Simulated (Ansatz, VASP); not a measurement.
## Two plane-wave programs on Mo3W

```xyz
8
Lattice="5.5106 0.0000 0.0000 -2.7553 4.7723 0.0000 0.0000 0.0000 4.9263" Properties=species:S:1:pos:R:3 pbc="T T T"
Mo    0.0000    1.5921    1.2316
Mo    1.3765    3.9763    1.2316
Mo   -1.3765    3.9763    1.2316
Mo    2.7553    3.1803    3.6947
Mo    1.3788    0.7960    3.6947
Mo    4.1318    0.7960    3.6947
W     0.0000    3.1816    3.6947
W     2.7553    1.5908    1.2316
```

Change from the starting cell: species swapped into the Y3Er type (P6_3/mmc, No. 194).

Alike in both runs: task relaxation of cell and atoms; functional PBE; k mesh 12 × 12 × 8; occupations gaussian, width 0.1 eV; no spin polarisation.

```csv
,VASP,Ansatz
version,VASP 6.6.1,Ansatz 0.2.0
potentials or method,"VASP PAW PBE potentials, release 64 (Mo_sv, W_sv), cutoff 500 eV","scalar-relativistic, plane waves, PAW"
valence electrons in the cell,112,112
```

```csv
,VASP,Ansatz,Ansatz less VASP
"gap on the k mesh at the Fermi level, each at its own relaxed structure (eV)",none,none,-
relaxed volume (Å³/atom),16.25,16.21,-0.034
relaxed length of the cell vector where the two differ most in proportion (Å),5.526,5.522,-0.0042
```

A gap of «none» marks a metal or a gap that the smearing closes.

Spin-orbit coupling is off throughout.
